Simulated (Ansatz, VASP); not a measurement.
**S: VASP beside Ansatz**

Contents of INCAR:

```
PREC     = Accurate       # precision mode
ENCUT    = 520            # plane-wave cutoff, eV
EDIFF    = 1E-8           # SCF threshold, eV
ISMEAR   = -1             # smearing method
SIGMA    = 0.03           # smearing width, eV
LREAL    = False          # projectors in reciprocal space
LASPH    = True           # aspherical terms in the spheres
NELM     = 80             # most SCF steps
ALGO     = Normal         # electronic algorithm
ISIF     = 2              # what is computed and relaxed
LWAVE    = False          # write WAVECAR
LCHARG   = False          # write CHGCAR
GGA      = PE             # functional
LEFG     = True         
NBANDS   = 9              # bands
```

Contents of KPOINTS:

```
regular mesh
0
Gamma
  16 16 16
```

POSCAR

```
S
1.0
    0.0000000000      1.9552371800      2.0737168471
    1.9552371800      0.0000000000      2.0737168471
    1.9552371800      1.9552371800      0.0000000000
S
1
Direct
    0.0000000000      0.0000000000      0.0000000000
```

Input for Ansatz:

```yaml
crystal:
  lattice:
    - [0.0, 1.95523718, 2.0737168471]
    - [1.95523718, 0.0, 2.0737168471]
    - [1.95523718, 1.95523718, 0.0]
  atoms:
    - { symbol: S, position: [0.0, 0.0, 0.0] }
kpoints:
  mp_grid: { grid: [16, 16, 16] }
scf:
  occupations: { method: fermi_dirac, width: 0.03 }
hamiltonian:
  xc: pbe
  pseudopotentials: { kind: all_electron, datasets: crystal }
output:
  forces: true
  stress: true
  eigenvalues: true
  efg: { contact_densities: true }
```

Change from the starting cell: z stretched by +4 % at fixed volume, crystal datasets.

Alike in both runs: task electric field gradients; functional PBE; k mesh 16 × 16 × 16; occupations fermi-dirac, width 0.03 eV; no spin polarisation.

|  | VASP | Ansatz |
| --- | --- | --- |
| version | VASP 6.6.1 | Ansatz 0.2.0 |
| potentials or method | VASP PAW PBE potentials, release 64 (S), cutoff 520 eV | all-electron PAW with datasets made for the crystal, scalar-relativistic |

VASP gave:

| Item | Value |
| --- | --- |
| pressure (GPa) | -0.1 |
| traceless stress, the component that is largest in VASP (GPa) | 2.86 |
| size of Vzz on the site where it differs most (V/Å²) | 20.2 |

Task: What did Ansatz give for the same quantities?

Result: Pressure (GPa): 0.1; traceless stress, the component that is largest in VASP (GPa): 2.86; size of Vzz on the site where it differs most (V/Å²): 20.3.

Ansatz ran all-electron here, and VASP with PAW potentials.
